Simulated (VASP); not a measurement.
SnSe2:

```xyz
6
Lattice="-2.0141 3.5419 0.0246 -0.1216 -0.0297 5.8687 6.2684 3.6723 -0.1458" Properties=species:S:1:pos:R:3 pbc="T T T"
Sn   -0.1990   -0.1621    2.8885
Sn    2.0907    3.6026    2.6449
Se    0.0778    2.4887    1.4769
Se    2.1603    6.0380    1.4307
Se    0.0902    2.2352    4.5770
Se    1.9472    6.0618    4.3582
```

* Program: VASP 6.6.1
* Task: relaxation of cell and atoms
* Functional: PBE
* Dispersion: D3(BJ)
* Potentials or basis: VASP PAW PBE potentials, release 64 (Sn_d, Se)
* Cutoff: 600 eV
* k mesh: 4 × 2 × 2
* Occupations: gaussian, width 0.1 eV
* Spin: no spin polarisation

At the start: pressure 2.1 GPa; volume 28.94 Å³/atom.

Where does the relaxation end?

Over 29 steps the energy falls by 254.8 meV/atom and the volume is 28.06 Å³/atom (-3.0 %); space group P1 (No. 1, to 0.1 Å) before, P-6m2 (No. 187, to 0.1 Å).

Step by step:
| step | energy change (eV) | largest force (eV/Å) | pressure (GPa) | volume (Å³) |
| --- | --- | --- | --- | --- |
| 1 | 0.0000 | 3.3041 | 2.14 | 173.62 |
| 2 | -0.9806 | 1.4836 | -2.45 | 183.40 |
| 3 | -1.0782 | 0.9595 | -3.32 | 186.73 |
| 4 | -1.0902 | 0.7793 | -3.58 | 188.12 |
| 5 | -1.3141 | 0.5440 | 1.14 | 171.22 |
| 6 | -1.3408 | 0.3324 | -0.22 | 174.99 |
| 7 | -1.4672 | 0.2853 | -0.11 | 169.97 |
| 8 | -1.4763 | 0.3002 | -0.03 | 168.30 |
| 9 | -1.4987 | 0.2252 | 0.21 | 167.52 |
| 10 | -1.5075 | 0.2322 | 0.55 | 166.57 |
| 11 | -1.5112 | 0.1443 | -0.48 | 169.13 |
| 12 | -1.5139 | 0.1645 | -0.09 | 168.11 |
| 13 | -1.5185 | 0.0802 | 0.00 | 168.27 |
| 14 | -1.5194 | 0.0656 | 0.04 | 168.37 |
| 15 | -1.5206 | 0.0602 | -0.10 | 168.64 |
| 16 | -1.5209 | 0.0678 | -0.19 | 168.81 |
| 17 | -1.5216 | 0.0732 | -0.13 | 168.66 |
| 18 | -1.5228 | 0.0933 | 0.00 | 168.29 |
| 19 | -1.5223 | 0.1478 | 0.28 | 167.55 |
| 20 | -1.5230 | 0.1116 | 0.10 | 168.02 |
| 21 | -1.5240 | 0.0999 | 0.07 | 168.08 |
| 22 | -1.5258 | 0.0700 | -0.02 | 168.25 |
| 23 | -1.5248 | 0.1024 | -0.23 | 168.60 |
| 24 | -1.5261 | 0.0700 | -0.10 | 168.37 |
| 25 | -1.5273 | 0.0616 | 0.04 | 168.13 |
| 26 | -1.5276 | 0.0615 | 0.14 | 167.93 |
| 27 | -1.5285 | 0.0334 | 0.01 | 168.29 |
| 28 | -1.5285 | 0.0328 | -0.04 | 168.42 |
| 29 | -1.5287 | 0.0131 | 0.01 | 168.36 |

Final structure:
```
CELL_PARAMETERS angstrom
-2.04980 3.56105 -0.00256
-0.00506 -0.00571 5.84241
6.07183 3.50983 0.00833
ATOMIC_POSITIONS crystal
Sn 0.00015 0.50049 0.00098
Sn 0.50054 0.49948 0.50095
Se 0.49862 0.21293 0.16609
Se 0.99981 0.21299 0.66602
Se 0.50028 0.78704 0.16637
Se 0.00060 0.78708 0.66625
```

Caveat: the k points lie up to 0.54 Å⁻¹ apart in the final cell.
